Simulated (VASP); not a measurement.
# Te2Mo (P6_3/mmc) in VASP: a series of runs, part 2 of 2

VASP 6.6.1. Earlier steps stand in the parts before.

## 3. Single point, RPBE+D3(BJ)

INCAR

```
SYSTEM = Te2Mo
  ALGO = Normal
  EDIFF = 1E-6
  ENCUT = 520
  GGA = RP
  ISIF = 2
  ISMEAR = 0
  IVDW = 12
  LASPH = .True.
  LCHARG = .True.
  LELF = .True.
  LREAL = .False.
  LVHAR = .True.
  LWAVE = .False.
  NBANDS = 35
  NELM = 60
  PREC = Accurate
  SIGMA = 0.02
```

KPOINTS

```
k-points
0
Gamma
  12 12 2
  0 0 0
```

POSCAR

```
Te2Mo
1.0
    3.4964011427      0.0000000000      0.0000000000
   -1.7482005713      3.0279722114      0.0000000000
    0.0000000000      0.0000000000     13.7008448036
Te Mo
4 2
Direct
    0.3333333333      0.6666666667      0.6173401522
    0.6666666667      0.3333333333      0.1173401522
    0.3333333333      0.6666666667      0.8826598478
    0.6666666667      0.3333333333      0.3826598478
    0.3333333333      0.6666666667      0.2500000000
    0.6666666667      0.3333333333      0.7500000000
```

Potentials or basis: VASP PAW PBE potentials, release 64 (Te, Mo_sv).

Launch:

```
$ cat potpaw_PBE.64/Te/POTCAR potpaw_PBE.64/Mo_sv/POTCAR > POTCAR
$ mpirun -np 1 vasp_std > vasp.out
```

OUTCAR:

```text
SYSTEM = Te2Mo
   EDIFF = 1E-6
   ENCUT = 520
   GGA = RP
   ISIF = 2
   ISMEAR = 0
   IVDW = 12
   LASPH = .True.
   LREAL = .False.
   NELM = 60
   PREC = Accurate
 IVDW          = 12

 ion  position               nearest neighbor table
   1  0.333  0.667  0.617-   6 2.72   6 2.72   6 2.72   3 3.64
   2  0.667  0.333  0.117-   5 2.72   5 2.72   5 2.72   4 3.64
   3  0.333  0.667  0.883-   6 2.72   6 2.72   6 2.72   1 3.64
   4  0.667  0.333  0.383-   5 2.72   5 2.72   5 2.72   2 3.64
   5  0.333  0.667  0.250-   2 2.72   4 2.72   2 2.72   4 2.72   2 2.72   4 2.72
   6  0.667  0.333  0.750-   1 2.72   3 2.72   1 2.72   3 2.72   1 2.72   3 2.72

  LATTYP: Found a hexagonal cell.
 ALAT       =     3.4964011427
 C/A-ratio  =     3.9185563225

  Lattice vectors:

 A1 = (   3.4964011427,   0.0000000000,   0.0000000000)
 A2 = (  -1.7482005713,   3.0279722114,   0.0000000000)
 A3 = (   0.0000000000,   0.0000000000,  13.7008448036)

Analysis of symmetry for initial positions (statically):
=====================================================================
 Subroutine PRICEL returns:
 Original cell was already a primitive cell.

 Routine SETGRP: Setting up the symmetry group for a
 hexagonal supercell.

 Subroutine GETGRP returns: Found 24 space group operations
 (whereof 12 operations were pure point group operations)
 out of a pool of 24 trial point group operations.

The static configuration has the point symmetry D_3d.
 The point group associated with its full space group is D_6h.

Analysis of symmetry for dynamics (positions and initial velocities):
=====================================================================
 Subroutine PRICEL returns:
 Original cell was already a primitive cell.

 Routine SETGRP: Setting up the symmetry group for a
 hexagonal supercell.

 Subroutine GETGRP returns: Found 24 space group operations
 (whereof 12 operations were pure point group operations)
 out of a pool of 24 trial point group operations.

The dynamic configuration has the point symmetry D_3d.
 The point group associated with its full space group is D_6h.

 Subroutine INISYM returns: Found 24 space group operations
 (whereof 12 operations are pure point group operations),
 and found     1 'primitive' translations

----------------------------------------------------------------------------------------

                                     Primitive cell

  volume of cell :     145.0509

  direct lattice vectors                    reciprocal lattice vectors
     3.496401143  0.000000000  0.000000000     0.286008372  0.165127011  0.000000000
    -1.748200571  3.027972211  0.000000000     0.000000000  0.330254022  0.000000000
     0.000000000  0.000000000 13.700844804     0.000000000  0.000000000  0.072988200

  length of vectors
     3.496401143  3.496401143 13.700844804     0.330254022  0.330254022  0.072988200

  position of ions in fractional coordinates (direct lattice)
     0.333333333  0.666666667  0.617340152
     0.666666667  0.333333333  0.117340152
     0.333333333  0.666666667  0.882659848
     0.666666667  0.333333333  0.382659848
     0.333333333  0.666666667  0.250000000
     0.666666667  0.333333333  0.750000000

[... 38 lines left out ...]
  0.083333  0.000000  0.000000      6.000000
  0.166667  0.000000  0.000000      6.000000
  0.250000  0.000000  0.000000      6.000000
  0.333333  0.000000  0.000000      6.000000
  0.416667  0.000000  0.000000      6.000000
[... 16 lines left out ...]
  0.250000  0.000000  0.500000      6.000000
  0.333333  0.000000  0.500000      6.000000
 [... further k-points ...]
   k-points           NKPTS =     38   k-points in BZ     NKDIM =     38   number of bands    NBANDS=     35
   number of dos      NEDOS =    301   number of ions     NIONS =      6
   total plane-waves  NPLWV =  84672
   dimension x,y,z NGX =    28 NGY =   28 NGZ =  108
   dimension x,y,z NGXF=    56 NGYF=   56 NGZF=  216
   ions per type =               4   2
   NGX,Y,Z   is equivalent  to a cutoff of  13.31, 13.31, 13.10 a.u.
   NGXF,Y,Z  is equivalent  to a cutoff of  26.63, 26.63, 26.21 a.u.
 SYSTEM =  Te2Mo
   PREC   = accura    normal or accurate (medium, high low for compatibility)
   ISTART =      0    job   : 0-new  1-cont  2-samecut
   ICHARG =      2    charge: 1-file 2-atom 10-const
   ISPIN  =      1    spin polarized calculation?
   LNONCOLLINEAR =      F non collinear calculations
   LSORBIT =      F    spin-orbit coupling
   LASPH  =      T    aspherical Exc in radial PAW
   ENCUT  =  520.0 eV  38.22 Ry    6.18 a.u.   6.50  6.50 25.47*2*pi/ulx,y,z
   NELM   =     60;   NELMIN=  2; NELMDL= -5     # of ELM steps
   EDIFF  = 0.1E-05   stopping-criterion for ELM
   LREAL  =      F    real-space projection
   EDIFFG = 0.1E-04   stopping-criterion for IOM
   NSW    =      0    number of steps for IOM
   IBRION =     -1    ionic relax: 0-MD 1-quasi-New 2-CG
   NFREE  =      0    steps in history (QN), initial steepest desc. (CG)
   ISIF   =      2    stress and relaxation
   ISYM   =      2    0-nonsym 1-usesym 2-fastsym
   POTIM  = 0.5000    time-step for ionic-motion
   TEBEG  =    0.0;   TEEND  =   0.0 temperature during run
   PSTRESS=    0.0 pullay stress
   NELECT =      52.0000    total number of electrons
   NUPDOWN=      -1.0000    fix difference up-down
   EMIN   =  10.00;   EMAX   =-10.00  energy-range for DOS
   EFERMI =   0.00;   METHOD = LEGACY
   ISMEAR =     0;   SIGMA  =   0.02  broadening in eV -4-tet -1-fermi 0-gaus
   EFERMI_NEDOS =   21; number of points for ismear=-14 and -15
   IALGO  =     38    algorithm
   IMIX   =      4    mixing-type and parameters
     AMIX     =   0.40;   BMIX     =  1.00
     AMIX_MAG =   1.60;   BMIX_MAG =  1.00
  volume/ion in A,a.u.               =      24.18       163.14
  Fermi-wavevector in a.u.,A,eV,Ry     =   1.162972  2.197698 18.401920  1.352503
  Thomas-Fermi vector in A             =   2.299527
   LORBIT       =      0    0 simple, 1 ext, 2 COOP (PROOUT), +10 PAW based schemes
   GGA     = RP    functional components
   LHFCALC =     F    Hartree Fock is set to
   AEXX    =    0.0000 exact exchange contribution
   IVDW    =    12    specifies the selected vdW correction
   LEPSILON=     F    determine dielectric tensor
   LRPA    =     F    only Hartree local field effects (RPA)
 non-spin polarized calculation
 Gauss-broadening in eV      SIGMA  =   0.02
  energy-cutoff  :      520.00
  volume of cell :      145.05
 maximum number of plane-waves:      3974
 NGX is ok and might be reduce to    28
   NGX = 13   NGY = 13   NGZ = 51

 number of electron      51.9999999 magnetization

 Free energy of the ion-electron system (eV)
  ---------------------------------------------------
  ext. energy  EPLUGINS =         0.00000000
  ---------------------------------------------------
  free energy    TOTEN  =       -33.17335924 eV

  energy without entropy =      -33.17335924  energy(sigma->0) =      -33.17335924

 E-fermi :   8.8961     XC(G=0): -10.5620

 val. band max:        8.7201401110   @ k =   0.0000   0.0000   0.0000
 cond. band min:       9.3874850798   @ k =   0.2500   0.1667   0.0000
 fundamental gap:      0.6673449688
 Fermi energy:         8.8960873630

 k-point     1 :       0.0000    0.0000    0.0000
  band No.  band energies     occupation
      1     -52.1411      2.00000
      2     -52.1411      2.00000
      3     -26.3163      2.00000
      4     -26.3163      2.00000
      5     -26.1795      2.00000
      6     -26.1795      2.00000
[... 901 lines left out ...]
     34      12.1759      0.00000
     35      13.8451      0.00000

 [... further k-points ...]

------------------------ aborting loop because EDIFF is reached ----------------------------------------

 Edisp (eV)  -16.61984

 E6    (eV) :    -5.5260

 E8    (eV) :   -11.0939

  FORCE on cell =-STRESS in cart. coord.  units (eV):
  Direction    XX          YY          ZZ          XY          YZ          ZX
  --------------------------------------------------------------------------------------
  -------------------------------------------------------------------------------------
  Total     -18.41646   -18.41646   -13.96462    -0.00000     0.00000     0.00000
  in kB    -203.42119  -203.42119  -154.24786    -0.00000     0.00000     0.00000
  external pressure =     -187.03 kB  Pullay stress =        0.00 kB

 VOLUME and BASIS-vectors are now :
 -----------------------------------------------------------------------------
  energy-cutoff  :      520.00
  volume of cell :      145.05
      direct lattice vectors                 reciprocal lattice vectors
     3.496401143  0.000000000  0.000000000     0.286008372  0.165127011  0.000000000
    -1.748200571  3.027972211  0.000000000     0.000000000  0.330254022  0.000000000
     0.000000000  0.000000000 13.700844804     0.000000000  0.000000000  0.072988200

 POSITION                                       TOTAL-FORCE (eV/Angst)
 -----------------------------------------------------------------------------------
     -0.00000      2.01865      8.45808        -0.000000      0.000000      0.622301
      1.74820      1.00932      1.60766        -0.000000      0.000000      0.622301
     -0.00000      2.01865     12.09319        -0.000000      0.000000     -0.622301
      1.74820      1.00932      5.24276        -0.000000      0.000000     -0.622301
     -0.00000      2.01865      3.42521        -0.000000      0.000000      0.000000
      1.74820      1.00932     10.27563         0.000000     -0.000000      0.000000
 -----------------------------------------------------------------------------------
    total drift:                               -0.000000      0.000000     -0.000000

  FREE ENERGIE OF THE ION-ELECTRON SYSTEM (eV)
  ---------------------------------------------------
  free  energy   TOTEN  =       -49.7932013765 eV

  energy  without entropy=      -49.7932013765  energy(sigma->0) =      -49.79320138
```

Wall time 99 s (1 thread of Intel Xeon 6975P-C (Granite Rapids), shared host); peak memory 0.38 GiB.

Results:

| Item | Value |
| --- | --- |
| Free energy | -49.7932 eV |
| Pressure | -18.7 GPa |
| Largest force | 0.622 eV/Å |
| Band gap on the k mesh | 0.67 eV, indirect (least direct gap 1.05 eV) |
| Dispersion energy per atom | -2.770 eV |

Forces in eV/Å, atoms in the order of the input:
```
Te   0.000  0.000  0.622
Te   0.000  0.000  0.622
Te   0.000  0.000 -0.622
Te   0.000  0.000 -0.622
Mo   0.000  0.000  0.000
Mo   0.000  0.000  0.000
```

Caveat: the PAW data sets were made with another functional, which shifts forces and pressure a little; spin-orbit coupling is left out, which moves the levels of the heavy elements.

## 4. Single point, PBE+D3(BJ)

INCAR

```
SYSTEM = Te2Mo
  PREC = Accurate
  ENCUT = 520
  EDIFF = 1E-6
  ISMEAR = 0
  SIGMA = 0.02
  LREAL = .FALSE.
  LASPH = .TRUE.
  NELM = 100
  ALGO = Normal
  ISIF = 2
  LWAVE = .FALSE.
  LCHARG = .FALSE.
  GGA = PE
  IVDW = 12
  NBANDS = 35
```

KPOINTS

```
Automatic mesh
0
G
  12 12 2
  0 0 0
```

POSCAR

```
Te2Mo
1.0
    3.4964011281      0.0000000000      0.0000000000
   -1.7482005640      3.0279721987      0.0000000000
    0.0000000000      0.0000000000     13.7008448591
Te Mo
4 2
Direct
    0.3333333333      0.6666666667      0.6173401535
    0.6666666667      0.3333333333      0.1173401535
    0.3333333333      0.6666666667      0.8826598465
    0.6666666667      0.3333333333      0.3826598465
    0.3333333333      0.6666666667      0.2500000000
    0.6666666667      0.3333333333      0.7500000000
```

Launch:

```
$ cat potpaw_PBE.64/Te/POTCAR potpaw_PBE.64/Mo_sv/POTCAR > POTCAR
$ mpirun -np 1 vasp_std > vasp.out
```

Wall time 2.8 min (1 thread of Intel Xeon Platinum 8375C at 2.90GHz (Ice Lake), shared host); peak memory 0.38 GiB.

It converged, with:

```
Free energy                : -39.2308 eV
Pressure                   : 0.0 GPa
Largest force              : 0.010 eV/Å
Band gap on the k mesh     : 0.65 eV, indirect (least direct gap 1.04 eV)
Dispersion energy per atom : -0.554 eV
```

Forces on the atoms (eV/Å):
```
Te   0.000  0.000 -0.010
Te   0.000  0.000 -0.010
Te   0.000  0.000  0.010
Te   0.000  0.000  0.010
Mo   0.000  0.000  0.000
Mo   0.000  0.000  0.000
```

Levels at points of the mesh, in eV from the valence-band top:
```csv
k point,band 22,band 23,band 24,band 25,band 26,band 27,band 28,band 29,band 30,band 31
"(0.00, 0.00, 0.00)",-1.06,-1.01,-1.01,-0.18,0.00,2.87,2.87,3.05,3.05,3.07
"(0.50, 0.00, 0.00)",-1.90,-1.10,-1.03,-0.66,-0.26,1.26,1.34,1.41,1.82,2.53
"(0.00, 0.00, 0.50)",-1.04,-1.04,-1.04,-0.05,-0.05,2.91,2.91,2.91,2.91,3.29
"(0.50, 0.00, 0.50)",-2.05,-1.04,-1.04,-0.46,-0.46,1.29,1.29,1.63,1.63,3.01
```

Caveat: spin-orbit coupling is left out, which moves the levels of the heavy elements.

## 5. Relaxation of cell and atoms, PBE+D3(BJ)

This run uses another cell than the first one, of 24.96 Å³/atom, 1.033 times its volume.

INCAR

```
PREC     = Accurate       # precision mode
ENCUT    = 600            # plane-wave cutoff, eV
EDIFF    = 1E-6           # SCF threshold, eV
ISMEAR   = 0              # smearing method
SIGMA    = 0.02           # smearing width, eV
LREAL    = F              # projectors in reciprocal space
LASPH    = T              # aspherical terms in the spheres
NELM     = 100            # most SCF steps
ALGO     = Normal         # electronic algorithm
ISIF     = 3              # what is computed and relaxed
LWAVE    = F              # write WAVECAR
LCHARG   = F              # write CHGCAR
GGA      = PE             # functional
IVDW     = 12             # dispersion correction
IBRION   = 2              # ionic algorithm
NSW      = 100            # ionic steps
EDIFFG   = -0.005         # ionic threshold
```

KPOINTS

```
regular mesh
0
Gamma
  12 12 2
```

POSCAR

```
Te2Mo
1.0
    3.5182000000      0.0000000000      0.0000000000
   -1.7591000000      3.0468505756      0.0000000000
    0.0000000000      0.0000000000     13.9736000000
Te Mo
4 2
Direct
    0.3333333333      0.6666666667      0.6210000000
    0.6666666667      0.3333333333      0.1210000000
    0.3333333333      0.6666666667      0.8790000000
    0.6666666667      0.3333333333      0.3790000000
    0.3333333333      0.6666666667      0.2500000000
    0.6666666667      0.3333333333      0.7500000000
```

Launch:

```
$ cat potpaw_PBE.64/Te/POTCAR potpaw_PBE.64/Mo_sv/POTCAR > POTCAR
$ mpirun -np 1 vasp_std > vasp.out
```

Wall time 18 min (1 thread of Intel Xeon Platinum 8375C at 2.90GHz (Ice Lake), shared host); peak memory 0.43 GiB.

It converged, with:

- Free energy: -39.2320 eV
- Relaxed volume: 24.15 Å³/atom
- Relaxed cell: a = 3.496 Å, b = 3.496 Å, c = 13.694 Å, α = 90.00°, β = 90.00°, γ = 120.00°
- Space group after relaxing (to 0.05 Å): P6_3/mmc (No. 194)
- Energy gained by relaxing: 4.2 meV/atom
- Ionic steps: 11
- Pressure after relaxing: 0.0 GPa
- Band gap on the k mesh: 0.64 eV, indirect (least direct gap 1.03 eV)
- Dispersion energy per atom: -0.555 eV

Step by step:
| step | energy change (eV) | largest force (eV/Å) | pressure (GPa) | volume (Å³) |
| --- | --- | --- | --- | --- |
| 1 | 0.0000 | 0.1801 | -0.57 | 149.79 |
| 2 | -0.0099 | 0.1788 | 0.16 | 147.87 |
| 3 | -0.0106 | 0.1790 | 0.42 | 147.16 |
| 4 | -0.0138 | 0.0430 | -0.52 | 147.26 |
| 5 | -0.0143 | 0.0154 | -0.27 | 147.23 |
| 6 | -0.0200 | 0.0140 | -0.20 | 146.50 |
| 7 | -0.0253 | 0.0093 | -0.02 | 145.12 |
| 8 | -0.0254 | 0.0074 | 0.03 | 144.85 |
| 9 | -0.0254 | 0.0078 | 0.02 | 144.90 |
| 10 | -0.0254 | 0.0116 | -0.08 | 144.94 |
| 11 | -0.0254 | 0.0020 | 0.00 | 144.91 |

Final structure:
```yaml
crystal:
  lattice:
    - [3.49557, 0.00000, 0.00000]
    - [-1.74778, 3.02725, 0.00000]
    - [0.00000, 0.00000, 13.69389]
  atoms:
    - { symbol: Te, position: [0.33333, 0.66667, 0.61723] }
    - { symbol: Te, position: [0.66667, 0.33333, 0.11723] }
    - { symbol: Te, position: [0.33333, 0.66667, 0.88277] }
    - { symbol: Te, position: [0.66667, 0.33333, 0.38277] }
    - { symbol: Mo, position: [0.33333, 0.66667, 0.25000] }
    - { symbol: Mo, position: [0.66667, 0.33333, 0.75000] }
```

Levels at points of the mesh, in eV from the valence-band top:
| k point | band 23 | band 24 | band 25 | band 26 | band 27 | band 28 | band 29 | band 30 |
| --- | --- | --- | --- | --- | --- | --- | --- | --- |
| (0.00, 0.00, 0.00) | -1.01 | -1.01 | -0.17 | 0.00 | 2.87 | 2.87 | 3.06 | 3.06 |
| (0.50, 0.00, 0.00) | -1.11 | -1.04 | -0.66 | -0.26 | 1.26 | 1.34 | 1.40 | 1.82 |
| (0.00, 0.00, 0.50) | -1.04 | -1.04 | -0.04 | -0.04 | 2.91 | 2.91 | 2.91 | 2.91 |
| (0.50, 0.00, 0.50) | -1.04 | -1.04 | -0.46 | -0.46 | 1.29 | 1.29 | 1.63 | 1.63 |

Caveat: spin-orbit coupling is left out, which moves the levels of the heavy elements.

## 6. Overview

```csv
task,level,cell,cutoff (eV),smearing,gap on the mesh (eV),pressure (GPa),largest force (eV/Å)
single point,PBE+D3(BJ),"a = 3.496, b = 3.496, c = 13.701 Å, angles 90.0, 90.0, 120.0°, 6 atoms",520,gaussian 0.05 eV,0.65,0.0,0.01
single point,RPBE+D3(BJ),"a = 3.496, b = 3.496, c = 13.701 Å, angles 90.0, 90.0, 120.0°, 6 atoms",520,gaussian 0.02 eV,0.67,-18.7,0.62
single point,PBE+D3(BJ),"a = 3.496, b = 3.496, c = 13.701 Å, angles 90.0, 90.0, 120.0°, 6 atoms",520,gaussian 0.02 eV,0.65,0.0,0.01
relaxation of cell and atoms,PBE+D3(BJ),"relaxed from a = 3.518, b = 3.518, c = 13.974 Å, angles 90.0, 90.0, 120.0°, 6 atoms",600,gaussian 0.02 eV,0.64,0.0,-
```

Alike in all rows: potentials or basis VASP PAW PBE potentials, release 64 (Te, Mo_sv); no spin polarisation; k mesh 12 × 12 × 2.

On the cell as given the gap runs from 0.65 eV (PBE+D3(BJ)) to 0.67 eV (RPBE+D3(BJ)). The pressure there spans -18.7 GPa (RPBE+D3(BJ)) to 0.0 GPa (PBE+D3(BJ)); a positive pressure means that this level wants a larger cell, a negative one a smaller.

Caveats: spin-orbit coupling is left out, which moves the levels of the heavy elements; the PAW data sets were made with another functional, which shifts forces and pressure a little (some runs).

Total energies depend on the potentials used, so only differences within one code and one set of settings carry meaning.

## 7. Comparison with measurements

Step 2. A measured gap of Te2Mo is 0.88 eV (indirect; 300 K; quoted in “Broadband infrared study of pressure-tunable Fano resonance and metallization transition in 2H-MoTe2”, 2022, pmc:9569381); the calculated 0.65 eV misses it by -0.23 eV. Spin-orbit coupling on Mo, Te is left out. The value is that of PBE+D3(BJ) on a finite k mesh, which can miss the band edges, without temperature or zero-point motion. Semilocal functionals fall short of measured gaps as a rule.

Step 4. Against the measured gap of Te2Mo, 0.88 eV (indirect; 300 K; quoted in “Broadband infrared study of pressure-tunable Fano resonance and metallization transition in 2H-MoTe2”, 2022, pmc:9569381), the calculated 0.65 eV is off by -0.23 eV. Spin-orbit coupling on Mo, Te is left out. The value is that of PBE+D3(BJ) on a finite k mesh, which can miss the band edges, without temperature or zero-point motion. Semilocal functionals fall short of measured gaps as a rule.
